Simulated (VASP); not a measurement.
# Si3C4 (P-43m) in VASP: further runs, part 3 of 3

VASP 6.6.1.

## (6) Relaxation of cell and atoms, PBE

INCAR reads:

```
SYSTEM = Si3C4
PREC = Accurate ; ENCUT = 600
EDIFF = 1E-7 ; ISMEAR = 0
SIGMA = 0.1 ; LREAL = .FALSE.
LASPH = .TRUE. ; NELM = 80
ALGO = Normal ; ISIF = 3
LWAVE = .FALSE. ; LCHARG = .FALSE.
GGA = PE ; IBRION = 2
NSW = 100 ; EDIFFG = -0.01
```

KPOINTS reads:

```
Automatic mesh
0
G
  8 8 8
  0 0 0
```

POSCAR reads:

```
Si3C4
1.0
    4.4209425299      0.0000000000      0.0000000000
    0.0000000000      4.4209425299      0.0000000000
    0.0000000000      0.0000000000      4.4209425299
Si C
3 4
Direct
    0.0000000000      0.0000000000      0.5000000000
    0.5000000000      0.0000000000      0.0000000000
    0.0000000000      0.5000000000      0.0000000000
    0.7735010167      0.7735010167      0.7735010167
    0.2264989833      0.2264989833      0.7735010167
    0.2264989833      0.7735010167      0.2264989833
    0.7735010167      0.2264989833      0.2264989833
```

Potentials or basis: VASP PAW PBE potentials, release 64 (Si, C).

Launch:

```console
cat potpaw_PBE.64/Si/POTCAR potpaw_PBE.64/C/POTCAR > POTCAR
mpirun -np 1 vasp_std > vasp.out
```

OUTCAR:

```text
SYSTEM = Si3C4
   PREC = Accurate
   ENCUT = 600
   EDIFF = 1E-7
   ISMEAR = 0
   LREAL = .FALSE.
   LASPH = .TRUE.
   NELM = 80
   ISIF = 3
   GGA = PE
   IBRION = 2
   NSW = 100
   EDIFFG = -0.01

 ion  position               nearest neighbor table
   1  0.000  0.000  0.500-   4 1.86   5 1.86   6 1.86   7 1.86   2 3.13   3 3.13   2 3.13   3 3.13
                             3 3.13   3 3.13   2 3.13   2 3.13
   2  0.500  0.000  0.000-   4 1.86   5 1.86   6 1.86   7 1.86   1 3.13   3 3.13   1 3.13   3 3.13
                             1 3.13   3 3.13   1 3.13   3 3.13
   3  0.000  0.500  0.000-   4 1.86   5 1.86   6 1.86   7 1.86   1 3.13   2 3.13   1 3.13   1 3.13
                             2 3.13   1 3.13   2 3.13   2 3.13
   4  0.774  0.774  0.774-   2 1.86   3 1.86   1 1.86
   5  0.226  0.226  0.774-   2 1.86   3 1.86   1 1.86
   6  0.226  0.774  0.226-   2 1.86   3 1.86   1 1.86
   7  0.774  0.226  0.226-   2 1.86   3 1.86   1 1.86

  LATTYP: Found a simple cubic cell.
 ALAT       =     4.4209425299

  Lattice vectors:

 A1 = (   4.4209425299,   0.0000000000,   0.0000000000)
 A2 = (   0.0000000000,   4.4209425299,   0.0000000000)
 A3 = (   0.0000000000,   0.0000000000,   4.4209425299)

Analysis of symmetry for initial positions (statically):
=====================================================================
 Subroutine PRICEL returns:
 Original cell was already a primitive cell.

 Routine SETGRP: Setting up the symmetry group for a
 simple cubic supercell.

 Subroutine GETGRP returns: Found 24 space group operations
 (whereof 24 operations were pure point group operations)
 out of a pool of 48 trial point group operations.

The static configuration has the point symmetry T_d .

Analysis of symmetry for dynamics (positions and initial velocities):
=====================================================================
 Subroutine PRICEL returns:
 Original cell was already a primitive cell.

 Routine SETGRP: Setting up the symmetry group for a
 simple cubic supercell.

 Subroutine GETGRP returns: Found 24 space group operations
 (whereof 24 operations were pure point group operations)
 out of a pool of 48 trial point group operations.

The dynamic configuration has the point symmetry T_d .

 Subroutine INISYM returns: Found 24 space group operations
 (whereof 24 operations are pure point group operations),
 and found     1 'primitive' translations

----------------------------------------------------------------------------------------

                                     Primitive cell

  volume of cell :      86.4061

  direct lattice vectors                    reciprocal lattice vectors
     4.420942530  0.000000000  0.000000000     0.226196109  0.000000000  0.000000000
     0.000000000  4.420942530  0.000000000     0.000000000  0.226196109  0.000000000
     0.000000000  0.000000000  4.420942530     0.000000000  0.000000000  0.226196109

  length of vectors
     4.420942530  4.420942530  4.420942530     0.226196109  0.226196109  0.226196109

  position of ions in fractional coordinates (direct lattice)
     0.000000000  0.000000000  0.500000000
     0.500000000  0.000000000  0.000000000
     0.000000000  0.500000000  0.000000000
     0.773501017  0.773501017  0.773501017
     0.226498983  0.226498983  0.773501017
     0.226498983  0.773501017  0.226498983
     0.773501017  0.226498983  0.226498983

[... 65 lines left out ...]
   total plane-waves  NPLWV =  46656
   dimension x,y,z NGX =    36 NGY =   36 NGZ =   36
   dimension x,y,z NGXF=    72 NGYF=   72 NGZF=   72
   ions per type =               3   4
   NGX,Y,Z   is equivalent  to a cutoff of  13.54, 13.54, 13.54 a.u.
   NGXF,Y,Z  is equivalent  to a cutoff of  27.08, 27.08, 27.08 a.u.
 SYSTEM =  Si3C4
   PREC   = accura    normal or accurate (medium, high low for compatibility)
   ISTART =      0    job   : 0-new  1-cont  2-samecut
   ICHARG =      2    charge: 1-file 2-atom 10-const
   ISPIN  =      1    spin polarized calculation?
   LNONCOLLINEAR =      F non collinear calculations
   LSORBIT =      F    spin-orbit coupling
   LASPH  =      T    aspherical Exc in radial PAW
   ENCUT  =  600.0 eV  44.10 Ry    6.64 a.u.   8.83  8.83  8.83*2*pi/ulx,y,z
   NELM   =     80;   NELMIN=  2; NELMDL= -5     # of ELM steps
   EDIFF  = 0.1E-06   stopping-criterion for ELM
   LREAL  =      F    real-space projection
   EDIFFG = -.1E-01   stopping-criterion for IOM
   NSW    =    100    number of steps for IOM
   IBRION =      2    ionic relax: 0-MD 1-quasi-New 2-CG
   NFREE  =      1    steps in history (QN), initial steepest desc. (CG)
   ISIF   =      3    stress and relaxation
   ISYM   =      2    0-nonsym 1-usesym 2-fastsym
   POTIM  = 0.5000    time-step for ionic-motion
   TEBEG  =    0.0;   TEEND  =   0.0 temperature during run
   PSTRESS=    0.0 pullay stress
   NELECT =      28.0000    total number of electrons
   NUPDOWN=      -1.0000    fix difference up-down
   EMIN   =  10.00;   EMAX   =-10.00  energy-range for DOS
   EFERMI =   0.00;   METHOD = LEGACY
   ISMEAR =     0;   SIGMA  =   0.10  broadening in eV -4-tet -1-fermi 0-gaus
   EFERMI_NEDOS =   21; number of points for ismear=-14 and -15
   IALGO  =     38    algorithm
   IMIX   =      4    mixing-type and parameters
     AMIX     =   0.40;   BMIX     =  1.00
     AMIX_MAG =   1.60;   BMIX_MAG =  1.00
  volume/ion in A,a.u.               =      12.34        83.30
  Fermi-wavevector in a.u.,A,eV,Ry     =   1.124465  2.124931 17.203502  1.264422
  Thomas-Fermi vector in A             =   2.261137
   LORBIT       =      0    0 simple, 1 ext, 2 COOP (PROOUT), +10 PAW based schemes
   GGA     = PE    functional components
   LHFCALC =     F    Hartree Fock is set to
   AEXX    =    0.0000 exact exchange contribution
   IVDW    =     0    specifies the selected vdW correction
   LEPSILON=     F    determine dielectric tensor
   LRPA    =     F    only Hartree local field effects (RPA)
 conjugate gradient relaxation of ions
 non-spin polarized calculation
 Gauss-broadening in eV      SIGMA  =   0.10
  energy-cutoff  :      600.00
  volume of cell :       86.41
 maximum number of plane-waves:      2904
 NGX is ok and might be reduce to    36
   NGX = 17   NGY = 17   NGZ = 17

--------------------------------------- Ionic step        1  -------------------------------------------

 number of electron      27.9999999 magnetization

 Free energy of the ion-electron system (eV)
  ---------------------------------------------------
  ext. energy  EPLUGINS =         0.00000000
  ---------------------------------------------------
  free energy    TOTEN  =       -48.06506686 eV

  energy without entropy =      -48.05217154  energy(sigma->0) =      -48.05861920

------------------------ aborting loop because EDIFF is reached ----------------------------------------

  FORCE on cell =-STRESS in cart. coord.  units (eV):
  Direction    XX          YY          ZZ          XY          YZ          ZX
  --------------------------------------------------------------------------------------
  -------------------------------------------------------------------------------------
  Total       -0.2679840     -0.2679840     -0.2679840      0.0000000      0.0000000      0.0000000
  in kB       -4.9690675     -4.9690675     -4.9690675      0.0000000      0.0000000      0.0000000
  external PRESSURE =      -4.9690675 kB  Pullay stress =       0.0000000 kB
[... 151 lines left out ...]
--------------------------------------- Ionic step        5  -------------------------------------------

 number of electron      27.9999999 magnetization

 Free energy of the ion-electron system (eV)
  ---------------------------------------------------
  ext. energy  EPLUGINS =         0.00000000
  ---------------------------------------------------
  free energy    TOTEN  =       -48.06575518 eV

  energy without entropy =      -48.05294543  energy(sigma->0) =      -48.05935030

 E-fermi :   5.9521     XC(G=0): -10.3014

 val. band max:        5.9484382227   @ k =   0.5000   0.5000   0.2500
 cond. band min:       5.9649808726   @ k =   0.3750   0.2500   0.0000
 fundamental gap:      0.0165426498
 Fermi energy:         5.9520576796

 k-point     1 :       0.0000    0.0000    0.0000
  band No.  band energies     occupation
      1      -9.4651      2.00000
      2      -4.7407      2.00000
      3      -4.7407      2.00000
      4      -4.7407      2.00000
      5      -2.4911      2.00000
      6      -2.4911      2.00000
[... 481 lines left out ...]
      5      -1.3360      2.00000
      6      -0.7878      2.00000
[... 10 lines left out ...]
     17      10.7550      0.00000
     18      10.9384      0.00000

 [... further k-points ...]

------------------------ aborting loop because EDIFF is reached ----------------------------------------

  FORCE on cell =-STRESS in cart. coord.  units (eV):
  Direction    XX          YY          ZZ          XY          YZ          ZX
  --------------------------------------------------------------------------------------
  -------------------------------------------------------------------------------------
  Total        0.0038970      0.0038970      0.0038970      0.0000000     -0.0000000     -0.0000000
  in kB        0.0725752      0.0725752      0.0725752      0.0000000     -0.0000000     -0.0000000
  external PRESSURE =       0.0725752 kB  Pullay stress =       0.0000000 kB
[... 22 lines left out ...]
  FREE ENERGIE OF THE ION-ELECTRON SYSTEM (eV)
  ---------------------------------------------------
  free  energy   TOTEN  =       -48.0657551781 eV

  energy  without entropy=      -48.0529454319  energy(sigma->0) =      -48.05935030

 reached required accuracy - stopping structural energy minimisation
```

It took 2.1 min on 1 thread of Intel Xeon Platinum 8259CL at 2.50GHz (Skylake/Cascade Lake), shared host; peak memory 0.23 GiB.

What came out:

| Property | Result |
| --- | --- |
| Free energy | -48.0658 eV |
| Relaxed volume | 12.29 Å³/atom |
| Relaxed cell | a = 4.415 Å, b = 4.415 Å, c = 4.415 Å, α = 90.00°, β = 90.00°, γ = 90.00° |
| Space group after relaxing (to 0.05 Å) | P-43m (No. 215) |
| Energy gained by relaxing | 0.1 meV/atom |
| Ionic steps | 5 |
| Pressure after relaxing | 0.0 GPa |
| Band gap on the k mesh | zero (band 14 reaches 6.50 eV, above the bottom of band 15 at 5.95 eV) |

The path:
```tsv
step	energy change (eV)	largest force (eV/Å)	pressure (GPa)	volume (Å³)
1	0.0000	0.0144	-0.50	86.41
2	-0.0002	0.0464	0.40	85.93
3	-0.0005	0.0334	0.04	86.12
4	-0.0006	0.0190	0.03	86.08
5	-0.0007	0.0016	0.01	86.03
```

Final structure:
```yaml
crystal:
  lattice:
    - [4.41454, 0.00000, 0.00000]
    - [0.00000, 4.41454, 0.00000]
    - [0.00000, 0.00000, 4.41454]
  atoms:
    - { symbol: Si, position: [0.00000, 0.00000, 0.50000] }
    - { symbol: Si, position: [0.50000, 0.00000, 0.00000] }
    - { symbol: Si, position: [0.00000, 0.50000, 0.00000] }
    - { symbol: C, position: [0.77294, 0.77294, 0.77294] }
    - { symbol: C, position: [0.22706, 0.22706, 0.77294] }
    - { symbol: C, position: [0.22706, 0.77294, 0.22706] }
    - { symbol: C, position: [0.77294, 0.22706, 0.22706] }
```

## (7) The runs side by side

```tsv
task	cell	k mesh	cutoff (eV)	gap on the mesh (eV)	pressure (GPa)	relaxed volume (Å³/atom)	largest force (eV/Å)
single point	a = 4.421 Å, 7 atoms	4 × 4 × 4	520	none	-0.3	-	-
single point	a = 4.688 Å, 7 atoms	4 × 4 × 4	520	none	-29.7	-	3.94
single point	a = 4.417 Å, 7 atoms	8 × 8 × 8	520	none	-0.1	-	-
relaxation of cell and atoms	relaxed from a = 4.688 Å, 7 atoms	4 × 4 × 4	600	none	0.0	12.32	0.03
relaxation of cell and atoms	relaxed from a = 4.421 Å, 7 atoms	8 × 8 × 8	600	none	0.0	12.29	-
```

Alike in all rows: level PBE; potentials or basis VASP PAW PBE potentials, release 64 (Si, C); no spin polarisation; smearing gaussian 0.1 eV.

Caveats: forces of over 1 eV/Å act on the atoms, so gaps and moduli don't describe the material at rest (some runs); the volume moved by over 15 % at a fixed basis, so the end points are rough (some runs).

Total energies depend on the potentials used, so only differences within one code and one set of settings carry meaning.
